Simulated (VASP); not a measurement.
# SrMg3 (I4/mmm) in VASP: a series of runs

SrMg3 is run at these levels: LDA; tasks: single point, relaxation of volume and atoms at fixed shape.

All numbers are computed with VASP 6.6.1; they aren't measurements. Logs are shortened: lines on timing, memory, paths and dates and some standing lists are left out, and cuts for length are marked.

## 1. The cell of the first run

The structure is tetragonal, space group I4/mmm (No. 139). The conventional cell has a = 5.307 Å, b = 5.307 Å, c = 7.479 Å, α = 90.00°, β = 90.00°, γ = 90.00°. Sr (site symmetry 4/mmm) has 14 Mg at 3.25 to 3.75 Å within 4.3 Å. Within 4.3 Å of Mg (site symmetry 4/mmm) lie 8 Mg at 3.25 Å and 6 Sr at 3.74 to 3.75 Å. Mg (site symmetry -4m2) has 4 Sr at 3.25 Å and 10 Mg at 3.25 to 3.75 Å within 4.3 Å.

## 2. Single point, LDA

File INCAR:

```
SYSTEM = SrMg3
PREC = Accurate ; ENCUT = 520
EDIFF = 1E-6 ; ISMEAR = 0
SIGMA = 0.1 ; LREAL = .FALSE.
LASPH = .TRUE. ; NELM = 60
ALGO = Normal ; ISIF = 2
LWAVE = .FALSE. ; LCHARG = .TRUE.
LELF = .TRUE. ; LVHAR = .TRUE.
NBANDS = 16
```

File KPOINTS:

```
Automatic mesh
0
G
  5 5 6
  0 0 0
```

File POSCAR:

```
SrMg3
1.0
   -2.6534321669      2.6534321669      3.7395409553
    2.6534321669     -2.6534321669      3.7395409553
    2.6534321669      2.6534321669     -3.7395409553
Sr Mg
1 3
Direct
    0.0000000000      0.0000000000      0.0000000000
    0.5000000000      0.5000000000      0.0000000000
    0.7500000000      0.2500000000      0.5000000000
    0.2500000000      0.7500000000      0.5000000000
```

Potentials or basis: VASP PAW LDA potentials, release 64 (Sr_sv, Mg).

The run is started by

```console
> cat potpaw_LDA.64/Sr_sv/POTCAR potpaw_LDA.64/Mg/POTCAR > POTCAR
> mpirun -np 1 vasp_std > vasp.out
```

OUTCAR:

```text
SYSTEM = SrMg3
   PREC = Accurate
   ENCUT = 520
   EDIFF = 1E-6
   ISMEAR = 0
   LREAL = .FALSE.
   LASPH = .TRUE.
   NELM = 60
   ISIF = 2

 ion  position               nearest neighbor table
   1  0.000  0.000  0.000-   3 3.25   4 3.25   3 3.25   4 3.25   3 3.25   4 3.25   3 3.25   4 3.25
                             2 3.74   2 3.74   2 3.75   2 3.75   2 3.75   2 3.75
   2  0.500  0.500  0.000-   4 3.25   3 3.25   3 3.25   4 3.25   3 3.25   4 3.25   4 3.25   3 3.25
                             1 3.74   1 3.74   1 3.75   1 3.75   1 3.75   1 3.75
   3  0.750  0.250  0.500-   2 3.25   1 3.25   1 3.25   2 3.25   1 3.25   2 3.25   2 3.25   1 3.25

   4  0.250  0.750  0.500-   1 3.25   2 3.25   1 3.25   2 3.25   1 3.25   2 3.25   1 3.25   2 3.25

  LATTYP: Found a body centered tetragonal cell.
 ALAT       =     5.3068643338
 C/A-ratio  =     1.4093222363

  Lattice vectors:

 A1 = (  -2.6534321669,   2.6534321669,   3.7395409553)
 A2 = (   2.6534321669,  -2.6534321669,   3.7395409553)
 A3 = (   2.6534321669,   2.6534321669,  -3.7395409553)

Analysis of symmetry for initial positions (statically):
=====================================================================
 Subroutine PRICEL returns:
 Original cell was already a primitive cell.

 Routine SETGRP: Setting up the symmetry group for a
 body centered tetragonal supercell.

 Subroutine GETGRP returns: Found 16 space group operations
 (whereof 16 operations were pure point group operations)
 out of a pool of 16 trial point group operations.

The static configuration has the point symmetry D_4h.

Analysis of symmetry for dynamics (positions and initial velocities):
=====================================================================
 Subroutine PRICEL returns:
 Original cell was already a primitive cell.

 Routine SETGRP: Setting up the symmetry group for a
 body centered tetragonal supercell.

 Subroutine GETGRP returns: Found 16 space group operations
 (whereof 16 operations were pure point group operations)
 out of a pool of 16 trial point group operations.

The dynamic configuration has the point symmetry D_4h.

 Subroutine INISYM returns: Found 16 space group operations
 (whereof 16 operations are pure point group operations),
 and found     1 'primitive' translations

----------------------------------------------------------------------------------------

                                     Primitive cell

  volume of cell :     105.3160

  direct lattice vectors                    reciprocal lattice vectors
    -2.653432167  2.653432167  3.739540955     0.000000000  0.188435192  0.133706251
     2.653432167 -2.653432167  3.739540955     0.188435192  0.000000000  0.133706251
     2.653432167  2.653432167 -3.739540955     0.188435192  0.188435192  0.000000000

  length of vectors
     5.297694884  5.297694884  5.297694884     0.231052338  0.231052338  0.266487604

  position of ions in fractional coordinates (direct lattice)
     0.000000000  0.000000000  0.000000000
     0.500000000  0.500000000  0.000000000
     0.750000000  0.250000000  0.500000000
     0.250000000  0.750000000  0.500000000

  ion indices of the primitive-cell ions
   primitive index   ion index
                 1           1
                 2           2
                 3           3
                 4           4

----------------------------------------------------------------------------------------

 KPOINTS: Automatic mesh

Automatic generation of k-mesh.
 Grid dimensions read from file:
 generate k-points for:    5    5    6

 Generating k-lattice:

  Cartesian coordinates                     Fractional coordinates (reciprocal lattice)
     0.000000000  0.037687038  0.026741250     0.200000000  0.000000000  0.000000000
     0.037687038  0.000000000  0.026741250     0.000000000  0.200000000  0.000000000
     0.031405865  0.031405865  0.000000000     0.000000000  0.000000000  0.166666667

  Length of vectors
     0.046210468  0.046210468  0.044414601

  Shift w.r.t. Gamma in fractional coordinates (k-lattice)
     0.000000000  0.000000000  0.000000000

 -----------------------------------------------------------------------------
|                                                                             |
|           W    W    AA    RRRRR   N    N  II  N    N   GGGG   !!!           |
|           W    W   A  A   R    R  NN   N  II  NN   N  G    G  !!!           |
|           W    W  A    A  R    R  N N  N  II  N N  N  G       !!!           |
|           W WW W  AAAAAA  RRRRR   N  N N  II  N  N N  G  GGG   !            |
|           WW  WW  A    A  R   R   N   NN  II  N   NN  G    G                |
|           W    W  A    A  R    R  N    N  II  N    N   GGGG   !!!           |
|                                                                             |
|     Your reciprocal lattice and k-lattice belong to different lattice       |
|     classes:                                                                |
|                                                                             |
|        The reciprocal lattice is body-centered tetragonal,                  |
|        whereas your k-lattice is base-centered monoclinic.                  |
|                                                                             |
|     Results are often still useful ...                                      |
|                                                                             |
 -----------------------------------------------------------------------------

 WARNING: IBZKPT: internal override: KBLOWUP is changed to .FALSE.
      ... skipping the blow-up phase ...

 Subroutine IBZKPT returns following result:
 ===========================================

 Found     48 irreducible k-points:

 Following reciprocal coordinates:
            Coordinates               Weight
  0.000000  0.000000  0.000000      1.000000
  0.200000  0.000000  0.000000      4.000000
  0.400000  0.000000  0.000000      4.000000
  0.200000  0.200000  0.000000      2.000000
  0.400000  0.200000 -0.000000      4.000000
 -0.400000  0.200000  0.000000      4.000000
[... 16 lines left out ...]
 -0.200000 -0.400000  0.166667      4.000000
 -0.200000 -0.200000  0.166667      2.000000
 [... further k-points ...]
   k-points           NKPTS =     48   k-points in BZ     NKDIM =     48   number of bands    NBANDS=     16
   number of dos      NEDOS =    301   number of ions     NIONS =      4
   total plane-waves  NPLWV =  64000
   dimension x,y,z NGX =    40 NGY =   40 NGZ =   40
   dimension x,y,z NGXF=    80 NGYF=   80 NGZF=   80
   ions per type =               1   3
   NGX,Y,Z   is equivalent  to a cutoff of  12.55, 12.55, 12.55 a.u.
   NGXF,Y,Z  is equivalent  to a cutoff of  25.10, 25.10, 25.10 a.u.
 SYSTEM =  SrMg3
   PREC   = accura    normal or accurate (medium, high low for compatibility)
   ISTART =      0    job   : 0-new  1-cont  2-samecut
   ICHARG =      2    charge: 1-file 2-atom 10-const
   ISPIN  =      1    spin polarized calculation?
   LNONCOLLINEAR =      F non collinear calculations
   LSORBIT =      F    spin-orbit coupling
   LASPH  =      T    aspherical Exc in radial PAW
   ENCUT  =  520.0 eV  38.22 Ry    6.18 a.u.   9.85  9.85  9.85*2*pi/ulx,y,z
   NELM   =     60;   NELMIN=  2; NELMDL= -5     # of ELM steps
   EDIFF  = 0.1E-05   stopping-criterion for ELM
   LREAL  =      F    real-space projection
   EDIFFG = 0.1E-04   stopping-criterion for IOM
   NSW    =      0    number of steps for IOM
   IBRION =     -1    ionic relax: 0-MD 1-quasi-New 2-CG
   NFREE  =      0    steps in history (QN), initial steepest desc. (CG)
   ISIF   =      2    stress and relaxation
   ISYM   =      2    0-nonsym 1-usesym 2-fastsym
   POTIM  = 0.5000    time-step for ionic-motion
   TEBEG  =    0.0;   TEEND  =   0.0 temperature during run
   PSTRESS=    0.0 pullay stress
   NELECT =      16.0000    total number of electrons
   NUPDOWN=      -1.0000    fix difference up-down
   EMIN   =  10.00;   EMAX   =-10.00  energy-range for DOS
   EFERMI =   0.00;   METHOD = LEGACY
   ISMEAR =     0;   SIGMA  =   0.10  broadening in eV -4-tet -1-fermi 0-gaus
   EFERMI_NEDOS =   21; number of points for ismear=-14 and -15
   IALGO  =     38    algorithm
   IMIX   =      4    mixing-type and parameters
     AMIX     =   0.40;   BMIX     =  1.00
     AMIX_MAG =   1.60;   BMIX_MAG =  1.00
  volume/ion in A,a.u.               =      26.33       177.68
  Fermi-wavevector in a.u.,A,eV,Ry     =   0.873541  1.650754 10.382256  0.763074
  Thomas-Fermi vector in A             =   1.992946
   LORBIT       =      0    0 simple, 1 ext, 2 COOP (PROOUT), +10 PAW based schemes
   GGA     = CA    functional components
   LHFCALC =     F    Hartree Fock is set to
   AEXX    =    0.0000 exact exchange contribution
   IVDW    =     0    specifies the selected vdW correction
   LEPSILON=     F    determine dielectric tensor
   LRPA    =     F    only Hartree local field effects (RPA)
 non-spin polarized calculation
 Gauss-broadening in eV      SIGMA  =   0.10
  energy-cutoff  :      520.00
  volume of cell :      105.32
 maximum number of plane-waves:      2854
   NGX = 19   NGY = 19   NGZ = 19

 number of electron      16.0000000 magnetization

 Free energy of the ion-electron system (eV)
  ---------------------------------------------------
  ext. energy  EPLUGINS =         0.00000000
  ---------------------------------------------------
  free energy    TOTEN  =        -7.59972741 eV

  energy without entropy =       -7.59030041  energy(sigma->0) =       -7.59501391

 E-fermi :   2.3310     XC(G=0):  -8.7799

 val. band max:        2.2754973309   @ k =  -0.2000  -0.2000   0.1667
 cond. band min:       2.3472099970   @ k =   0.0000   0.0000   0.0000
 fundamental gap:      0.0717126661
 Fermi energy:         2.3309849949

 k-point     1 :       0.0000    0.0000    0.0000
  band No.  band energies     occupation
      1     -32.9084      2.00000
      2     -15.1058      2.00000
      3     -15.1058      2.00000
      4     -15.0980      2.00000
      5      -3.4846      2.00000
      6       2.3472      0.81851
[... 8 lines left out ...]
     15       6.4403      0.00000
     16       7.6480      0.00000
[... 419 lines left out ...]
 k-point    24 :      -0.2000   -0.2000    0.1667
  band No.  band energies     occupation
      1     -32.9080      2.00000
      2     -15.1123      2.00000
      3     -15.1103      2.00000
      4     -15.1082      2.00000
      5      -2.9844      2.00000
      6       1.3703      2.00000
[... 8 lines left out ...]
     15       6.5677      0.00000
     16       6.9317      0.00000

 [... further k-points ...]

------------------------ aborting loop because EDIFF is reached ----------------------------------------

  FORCE on cell =-STRESS in cart. coord.  units (eV):
  Direction    XX          YY          ZZ          XY          YZ          ZX
  --------------------------------------------------------------------------------------
  -------------------------------------------------------------------------------------
  Total       -0.3418517     -0.3418517      0.0716023      0.0000000      0.0000000     -0.0000000
  in kB       -5.2006076     -5.2006076      1.0892900      0.0000000      0.0000000     -0.0000000
  external PRESSURE =      -3.1039750 kB  Pullay stress =       0.0000000 kB

 VOLUME and BASIS-vectors are now :
 -----------------------------------------------------------------------------
  energy-cutoff  :      520.00
  volume of cell :      105.32
      direct lattice vectors                 reciprocal lattice vectors
    -2.653432167  2.653432167  3.739540955     0.000000000  0.188435192  0.133706251
     2.653432167 -2.653432167  3.739540955     0.188435192  0.000000000  0.133706251
     2.653432167  2.653432167 -3.739540955     0.188435192  0.188435192  0.000000000

 POSITION                                       TOTAL-FORCE (eV/Angst)
 -----------------------------------------------------------------------------------
      0.00000      0.00000      0.00000         0.000000     -0.000000     -0.000000
      0.00000      0.00000      3.73954         0.000000     -0.000000     -0.000000
      0.00000      2.65343      1.86977        -0.000000      0.000000      0.000000
      2.65343      0.00000      1.86977         0.000000      0.000000     -0.000000
 -----------------------------------------------------------------------------------
    total drift:                               -0.000000     -0.000000      0.000000

  FREE ENERGIE OF THE ION-ELECTRON SYSTEM (eV)
  ---------------------------------------------------
  free  energy   TOTEN  =        -7.5997274138 eV

  energy  without entropy=       -7.5903004062  energy(sigma->0) =       -7.59501391
```

Wall time 1.7 min (1 thread of Intel Xeon 8259CL, shared host); peak memory 0.25 GiB.

What came out:

| Quantity | Value |
| --- | --- |
| Free energy | -7.5997 eV |
| Pressure | -0.3 GPa |
| Band gap on the k mesh | zero (bands 8 and 9 overlap by 0.62 eV) |

Stress tensor (GPa, compression positive):
```
-0.52  0.00  0.00
 0.00 -0.52  0.00
 0.00  0.00  0.11
```

## 3. Relaxation of volume and atoms at fixed shape, LDA

This run uses another cell than the first one, of 28.41 Å³/atom.

File INCAR:

```
SYSTEM = SrMg3
PREC = Accurate
ENCUT = 600
EDIFF = 1E-6
ISMEAR = 0
SIGMA = 0.1
LREAL = .False.
LASPH = .True.
NELM = 100
ALGO = Normal
ISIF = 8
LWAVE = .False.
LCHARG = .False.
IBRION = 2
NSW = 60
EDIFFG = -0.01
```

File KPOINTS:

```
regular mesh
0
Gamma
  5 5 6
  0 0 0
```

File POSCAR:

```
SrMg3
1.0
   -2.7214500000      2.7214500000      3.8354000000
    2.7214500000     -2.7214500000      3.8354000000
    2.7214500000      2.7214500000     -3.8354000000
Sr Mg
1 3
Direct
    0.0000000000      0.0000000000      0.0000000000
    0.5000000000      0.5000000000      0.0000000000
    0.7500000000      0.2500000000      0.5000000000
    0.2500000000      0.7500000000      0.5000000000
```

Potentials or basis: VASP PAW LDA potentials, release 64 (Sr_sv, Mg).

The run is started by

```console
> cat potpaw_LDA.64/Sr_sv/POTCAR potpaw_LDA.64/Mg/POTCAR > POTCAR
> mpirun -np 1 vasp_std > vasp.out
```

It took 5.4 min on 1 thread of Intel Xeon 8259CL, shared host; peak memory 0.33 GiB.

The run converged. Its results:

```
Free energy                           : -7.6010 eV
Relaxed volume                        : 26.11 Å³/atom
Relaxed cell                          : a = 5.283 Å, b = 5.283 Å, c = 5.283 Å, α = 119.89°, β = 119.89°, γ = 90.20°
Space group after relaxing (to 0.1 Å) : Fm-3m (No. 225)
Energy gained by relaxing             : 18.0 meV/atom
Ionic steps                           : 3
Pressure after relaxing               : 0.0 GPa
Band gap on the k mesh                : zero (bands 8 and 9 overlap by 0.61 eV)
```

Stress tensor (GPa, compression positive):
```
-0.26  0.00  0.00
 0.00 -0.26  0.00
 0.00  0.00  0.39
```

The path:
```
step  energy change (eV)  largest force (eV/Å)  pressure (GPa)  volume (Å³)
   1              0.0000                0.0000           -2.30       113.62
   2             -0.0650                0.0000           -0.79       107.06
   3             -0.0720                0.0000           -0.05       104.43
```

Final structure:
```cif
data_structure
_symmetry_space_group_name_H-M 'P 1'
_symmetry_Int_Tables_number 1
_cell_length_a 5.2828
_cell_length_b 5.2828
_cell_length_c 5.2828
_cell_angle_alpha 119.885
_cell_angle_beta 119.885
_cell_angle_gamma 90.199
_cell_volume 104.43
loop_
_atom_site_label
_atom_site_type_symbol
_atom_site_fract_x
_atom_site_fract_y
_atom_site_fract_z
_atom_site_occupancy
Sr1 Sr 0.00000 0.00000 0.00000 1
Mg1 Mg 0.50000 0.50000 0.00000 1
Mg2 Mg 0.75000 0.25000 0.50000 1
Mg3 Mg 0.25000 0.75000 0.50000 1
```

Levels at points of the mesh, in eV from the Fermi level:
| k point | band 6 | band 7 | band 8 | band 9 | band 10 | band 11 |
| --- | --- | --- | --- | --- | --- | --- |
| (0.00, 0.00, 0.00) | 0.01 | 0.02 | 0.02 | 1.94 | 1.96 | 2.04 |
| (0.00, 0.00, 0.50) | -3.00 | -1.74 | -0.36 | -0.35 | 0.74 | 3.01 |
